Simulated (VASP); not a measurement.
# BN (P1) in VASP: settings compared

Aim: see how the results for BN move with the level of theory and the settings. Levels: LDA, PBEsol. Tasks: single point.

Program: VASP 6.6.1. These are calculated values, not measurements. Logs are shortened: lines on timing, memory, paths and dates and some standing lists are left out, and cuts for length are marked.

### 1 The cell of the first run

The typed cell holds 2 atoms: a = 2.457 Å, b = 2.457 Å, c = 3.207 Å, α = 101.11°, β = 101.11°, γ = 119.81°.

### 2 Single point, LDA (volume scaled by 0.94)

INCAR reads:

```
SYSTEM = BN
  PREC = Accurate
  ENCUT = 520
  EDIFF = 1E-6
  ISMEAR = -1
  SIGMA = 0.05
  LREAL = .FALSE.
  LASPH = .TRUE.
  NELM = 80
  ALGO = Normal
  ISIF = 2
  LWAVE = .FALSE.
  LCHARG = .FALSE.
  GGA = CA
  NBANDS = 11
```

KPOINTS reads:

```
regular mesh
0
G
  13 13 9
  0 0 0
```

POSCAR reads:

```
BN
1.0
    2.4568420491      0.0000000000      0.0000000000
   -1.2212605467      2.1318056974      0.0000000000
   -0.6177907512     -1.0659028487      2.9608381970
N B
1 1
Direct
    0.6685060000      0.3323850000      0.9849990000
    0.9796430000      0.9834990000      0.0018060000
```

Potentials or basis: VASP PAW LDA potentials, release 64 (N, B).

On the command line:

```console
$ cat potpaw_LDA.64/N/POTCAR potpaw_LDA.64/B/POTCAR > POTCAR
$ mpirun -np 1 vasp_std > vasp.out
```

OUTCAR:

```text
SYSTEM = BN
   PREC = Accurate
   ENCUT = 520
   EDIFF = 1E-6
   ISMEAR = -1
   LREAL = .FALSE.
   LASPH = .TRUE.
   NELM = 80
   ISIF = 2
   GGA = CA

 ion  position               nearest neighbor table
   1  0.669  0.332  0.985-   2 1.37   2 1.41   2 1.49
   2  0.980  0.983  0.002-   1 1.37   1 1.41   1 1.49

  LATTYP: Found a face centered orthorhombic cell.
 ALAT       =     2.4639921227
 B/A-ratio  =     1.7253460765
 C/A-ratio  =     2.4032854405

  Lattice vectors:

 A1 = (  -1.8390512979,   1.0659028487,   2.9608381970)
 A2 = (   0.6177907512,   1.0659028487,   2.9608381970)
 A3 = (  -1.2212605467,   2.1318056974,   0.0000000000)

Analysis of symmetry for initial positions (statically):
=====================================================================
 Subroutine PRICEL returns:
 Original cell was already a primitive cell.

 Routine SETGRP: Setting up the symmetry group for a
 face centered orthorhombic supercell.

 Subroutine GETGRP returns: Found  1 space group operations
 (whereof  1 operations were pure point group operations)
 out of a pool of  8 trial point group operations.

The static configuration has the point symmetry C_1 .

Analysis of symmetry for dynamics (positions and initial velocities):
=====================================================================
 Subroutine PRICEL returns:
 Original cell was already a primitive cell.

 Routine SETGRP: Setting up the symmetry group for a
 face centered orthorhombic supercell.

 Subroutine GETGRP returns: Found  1 space group operations
 (whereof  1 operations were pure point group operations)
 out of a pool of  8 trial point group operations.

The dynamic configuration has the point symmetry C_1 .

 Subroutine INISYM returns: Found  1 space group operations
 (whereof  1 operations are pure point group operations),
 and found     1 'primitive' translations

----------------------------------------------------------------------------------------

                                     Primitive cell

  volume of cell :      15.5074

  direct lattice vectors                    reciprocal lattice vectors
     2.456842049  0.000000000  0.000000000     0.407026573  0.233175798  0.168871099
    -1.221260547  2.131805697  0.000000000     0.000000000  0.469085903  0.168871099
    -0.617790751 -1.065902849  2.960838197     0.000000000  0.000000000  0.337742198

  length of vectors
     2.456842049  2.456842049  3.206926429     0.498556950  0.498556950  0.337742198

  position of ions in fractional coordinates (direct lattice)
     0.668506000  0.332385000  0.984999000
     0.979643000  0.983499000  0.001806000

  ion indices of the primitive-cell ions
   primitive index   ion index
                 1           1
                 2           2

----------------------------------------------------------------------------------------

 KPOINTS: regular mesh

Automatic generation of k-mesh.
 Grid dimensions read from file:
 generate k-points for:   13   13    9

 Generating k-lattice:

  Cartesian coordinates                     Fractional coordinates (reciprocal lattice)
     0.031309736  0.017936600  0.012990085     0.076923077  0.000000000 -0.000000000
     0.000000000  0.036083531  0.012990085     0.000000000  0.076923077 -0.000000000
     0.000000000  0.000000000  0.037526911     0.000000000  0.000000000  0.111111111

  Length of vectors
     0.038350535  0.038350535  0.037526911

  Shift w.r.t. Gamma in fractional coordinates (k-lattice)
     0.000000000  0.000000000  0.000000000

 -----------------------------------------------------------------------------
|                                                                             |
|           W    W    AA    RRRRR   N    N  II  N    N   GGGG   !!!           |
|           W    W   A  A   R    R  NN   N  II  NN   N  G    G  !!!           |
|           W    W  A    A  R    R  N N  N  II  N N  N  G       !!!           |
|           W WW W  AAAAAA  RRRRR   N  N N  II  N  N N  G  GGG   !            |
|           WW  WW  A    A  R   R   N   NN  II  N   NN  G    G                |
|           W    W  A    A  R    R  N    N  II  N    N   GGGG   !!!           |
|                                                                             |
|     Your reciprocal lattice and k-lattice belong to different lattice       |
|     classes:                                                                |
|                                                                             |
|        The reciprocal lattice is body-centered orthorhombic,                |
|        whereas your k-lattice is base-centered monoclinic.                  |
|                                                                             |
|     Results are often still useful ...                                      |
|                                                                             |
 -----------------------------------------------------------------------------

 WARNING: IBZKPT: internal override: KBLOWUP is changed to .FALSE.
      ... skipping the blow-up phase ...

 Subroutine IBZKPT returns following result:
 ===========================================

 Found    761 irreducible k-points:

 Following reciprocal coordinates:
            Coordinates               Weight
  0.000000  0.000000  0.000000      1.000000
  0.076923  0.000000 -0.000000      2.000000
  0.153846  0.000000  0.000000      2.000000
  0.230769 -0.000000  0.000000      2.000000
  0.307692  0.000000  0.000000      2.000000
  0.384615  0.000000  0.000000      2.000000
[... 16 lines left out ...]
  0.153846  0.153846  0.000000      2.000000
  0.230769  0.153846  0.000000      2.000000
 [... further k-points ...]
   k-points           NKPTS =    761   k-points in BZ     NKDIM =    761   number of bands    NBANDS=     11
   number of dos      NEDOS =    301   number of ions     NIONS =      2
   total plane-waves  NPLWV =   7776
   dimension x,y,z NGX =    18 NGY =   18 NGZ =   24
   dimension x,y,z NGXF=    36 NGYF=   36 NGZF=   48
   ions per type =               1   1
   NGX,Y,Z   is equivalent  to a cutoff of  12.18, 12.18, 12.44 a.u.
   NGXF,Y,Z  is equivalent  to a cutoff of  24.36, 24.36, 24.88 a.u.
 SYSTEM =  BN
   PREC   = accura    normal or accurate (medium, high low for compatibility)
   ISTART =      0    job   : 0-new  1-cont  2-samecut
   ICHARG =      2    charge: 1-file 2-atom 10-const
   ISPIN  =      1    spin polarized calculation?
   LNONCOLLINEAR =      F non collinear calculations
   LSORBIT =      F    spin-orbit coupling
   LASPH  =      T    aspherical Exc in radial PAW
   ENCUT  =  520.0 eV  38.22 Ry    6.18 a.u.   4.57  4.57  5.96*2*pi/ulx,y,z
   NELM   =     80;   NELMIN=  2; NELMDL= -5     # of ELM steps
   EDIFF  = 0.1E-05   stopping-criterion for ELM
   LREAL  =      F    real-space projection
   EDIFFG = 0.1E-04   stopping-criterion for IOM
   NSW    =      0    number of steps for IOM
   IBRION =     -1    ionic relax: 0-MD 1-quasi-New 2-CG
   NFREE  =      0    steps in history (QN), initial steepest desc. (CG)
   ISIF   =      2    stress and relaxation
   ISYM   =      2    0-nonsym 1-usesym 2-fastsym
   POTIM  = 0.5000    time-step for ionic-motion
   TEBEG  =    0.0;   TEEND  =   0.0 temperature during run
   PSTRESS=    0.0 pullay stress
   NELECT =       8.0000    total number of electrons
   NUPDOWN=      -1.0000    fix difference up-down
   EMIN   =  10.00;   EMAX   =-10.00  energy-range for DOS
[... 5 lines left out ...]
     AMIX     =   0.40;   BMIX     =  1.00
     AMIX_MAG =   1.60;   BMIX_MAG =  1.00
  volume/ion in A,a.u.               =       7.75        52.32
  Fermi-wavevector in a.u.,A,eV,Ry     =   1.312981  2.481174 23.455330  1.723918
  Thomas-Fermi vector in A             =   2.443335
   LORBIT       =      0    0 simple, 1 ext, 2 COOP (PROOUT), +10 PAW based schemes
   GGA     = CA    functional components
   LHFCALC =     F    Hartree Fock is set to
   AEXX    =    0.0000 exact exchange contribution
   IVDW    =     0    specifies the selected vdW correction
   LEPSILON=     F    determine dielectric tensor
   LRPA    =     F    only Hartree local field effects (RPA)
 non-spin polarized calculation
  energy-cutoff  :      520.00
  volume of cell :       15.51
 maximum number of plane-waves:       435
   NGX =  9   NGY =  9   NGZ = 11

 number of electron       7.9999999 magnetization

 Free energy of the ion-electron system (eV)
  ---------------------------------------------------
  ext. energy  EPLUGINS =         0.00000000
  ---------------------------------------------------
  free energy    TOTEN  =       -19.12192467 eV

  energy without entropy =      -19.12192467  energy(sigma->0) =      -19.12192467

 E-fermi :   4.9532     XC(G=0): -11.3614

 val. band max:        3.9279409034   @ k =   0.3846   0.3846   0.1111
 cond. band min:       6.5151432305   @ k =  -0.4615  -0.4615   0.4444
 fundamental gap:      2.5872023272
 Fermi energy:         4.9531529629

 k-point     1 :       0.0000    0.0000    0.0000
  band No.  band energies     occupation
      1     -14.6921      2.00000
      2      -0.1972      2.00000
      3       1.3635      2.00000
      4       3.0417      2.00000
      5       9.2683      0.00000
      6      14.3558      0.00000
      7      16.5219      0.00000
      8      17.3005      0.00000
      9      19.8139      0.00000
     10      29.9235      0.00000
     11      31.6906      0.00000

 k-point     2 :       0.0769    0.0000   -0.0000
  band No.  band energies     occupation
      1     -14.5585      2.00000
      2      -0.1334      2.00000
      3       1.1637      2.00000
      4       2.4817      2.00000
      5       9.5911      0.00000
      6      14.4505      0.00000
      7      16.8306      0.00000
      8      17.0343      0.00000
      9      20.1208      0.00000
     10      29.4735      0.00000
     11      30.2778      0.00000

 k-point     3 :       0.1538    0.0000    0.0000
  band No.  band energies     occupation
      1     -14.1638      2.00000
      2       0.0575      2.00000
      3       0.6186      2.00000
      4       1.1296      2.00000
      5      10.4083      0.00000
      6      14.6298      0.00000
      7      15.6659      0.00000
      8      18.3717      0.00000
      9      20.9469      0.00000
     10      26.6427      0.00000
     11      30.5938      0.00000

 k-point     4 :       0.2308   -0.0000    0.0000
  band No.  band energies     occupation
      1     -13.5284      2.00000
      2      -0.8271      2.00000
      3       0.1134      2.00000
      4       0.4629      2.00000
      5      11.3758      0.00000
      6      13.9501      0.00000
      7      15.0371      0.00000
      8      20.3403      0.00000
      9      22.0163      0.00000
     10      24.5926      0.00000
     11      29.5821      0.00000

 k-point     5 :       0.3077    0.0000    0.0000
  band No.  band energies     occupation
      1     -12.6995      2.00000
      2      -2.6547      2.00000
      3      -0.4829      2.00000
      4       0.9668      2.00000
      5      11.2103      0.00000
      6      13.3523      0.00000
      7      15.5149      0.00000
      8      22.1577      0.00000
      9      22.9717      0.00000
     10      23.8759      0.00000
     11      28.5941      0.00000
[... 211 lines left out ...]
 k-point    21 :       0.0000    0.1538   -0.0000
  band No.  band energies     occupation
      1     -14.1830      2.00000
      2      -0.1618      2.00000
      3       0.1803      2.00000
      4       2.0013      2.00000
      5      10.3357      0.00000
      6      15.2392      0.00000
      7      15.4785      0.00000
      8      17.1448      0.00000
      9      21.3219      0.00000
     10      27.2263      0.00000
     11      30.5689      0.00000

 k-point    22 :       0.0769    0.1538   -0.0000
  band No.  band energies     occupation
      1     -13.7875      2.00000
      2      -0.8130      2.00000
      3       0.2551      2.00000
      4       1.1291      2.00000
      5      11.1322      0.00000
      6      14.4442      0.00000
      7      15.3632      0.00000
      8      18.3965      0.00000
      9      22.0928      0.00000
     10      24.7906      0.00000
     11      30.2724      0.00000

 k-point    23 :       0.1538    0.1538    0.0000
  band No.  band energies     occupation
      1     -13.1630      2.00000
      2      -1.7189      2.00000
      3      -0.1432      2.00000
      4       0.5737      2.00000
      5      11.6451      0.00000
      6      13.8876      0.00000
      7      15.8507      0.00000
      8      19.4768      0.00000
      9      22.1478      0.00000
     10      23.9464      0.00000
     11      29.9311      0.00000

 k-point    24 :       0.2308    0.1538    0.0000
  band No.  band energies     occupation
      1     -12.3608      2.00000
      2      -2.8972      2.00000
      3      -1.2459      2.00000
      4       1.0759      2.00000
      5      10.8651      0.00000
      6      14.4527      0.00000
      7      16.4798      0.00000
      8      20.2719      0.00000
      9      21.4119      0.00000
     10      25.3202      0.00000
     11      29.2187      0.00000

 [... further k-points ...]
[... 5 lines left out ...]
  --------------------------------------------------------------------------------------
  -------------------------------------------------------------------------------------
  Total        1.0404660      2.7179442      0.4800327     -0.7130440      0.1356477      0.0635582
  in kB      107.4976440    280.8093612     49.5954582    -73.6694472     14.0146866      6.5666286
  external PRESSURE =     145.9674878 kB  Pullay stress =       0.0000000 kB

 VOLUME and BASIS-vectors are now :
 -----------------------------------------------------------------------------
  energy-cutoff  :      520.00
  volume of cell :       15.51
      direct lattice vectors                 reciprocal lattice vectors
     2.456842049  0.000000000  0.000000000     0.407026573  0.233175798  0.168871099
    -1.221260547  2.131805697  0.000000000     0.000000000  0.469085903  0.168871099
    -0.617790751 -1.065902849  2.960838197     0.000000000  0.000000000  0.337742198

 POSITION                                       TOTAL-FORCE (eV/Angst)
 -----------------------------------------------------------------------------------
      0.62796     -0.34133      2.91642        -1.898736     -2.373228      0.568928
      1.20460      2.09470      0.00535         1.898736      2.373228     -0.568928
 -----------------------------------------------------------------------------------
    total drift:                               -0.000030     -0.000321     -0.000351

  FREE ENERGIE OF THE ION-ELECTRON SYSTEM (eV)
  ---------------------------------------------------
  free  energy   TOTEN  =       -19.1219246672 eV

  energy  without entropy=      -19.1219246672  energy(sigma->0) =      -19.12192467
```

Run time: 56 s. Hardware: 1 thread of Intel Xeon Platinum 8488C (Sapphire Rapids), shared host; peak memory 0.22 GiB.

Results:

```yaml
Free_energy: -19.1219 eV
Pressure: 14.6 GPa
Largest_force: 3.092 eV/Å
Band_gap_on_the_k_mesh: 2.59 eV, indirect (least direct gap 4.53 eV)
```

Forces in eV/Å, atoms in the order of the input:
```
N   -1.899 -2.373  0.569
B    1.899  2.373 -0.569
```

Levels at points of the mesh, in eV from the valence-band top:
```tsv
k point	band 1	band 2	band 3	band 4	band 5	band 6	band 7	band 8
(0.00, 0.00, 0.00)	-18.62	-4.13	-2.56	-0.89	5.34	10.43	12.59	13.37
```

Caveat: forces of over 1 eV/Å act on the atoms, so gaps and moduli don't describe the material at rest.

(Continued in part 2 of 2.)
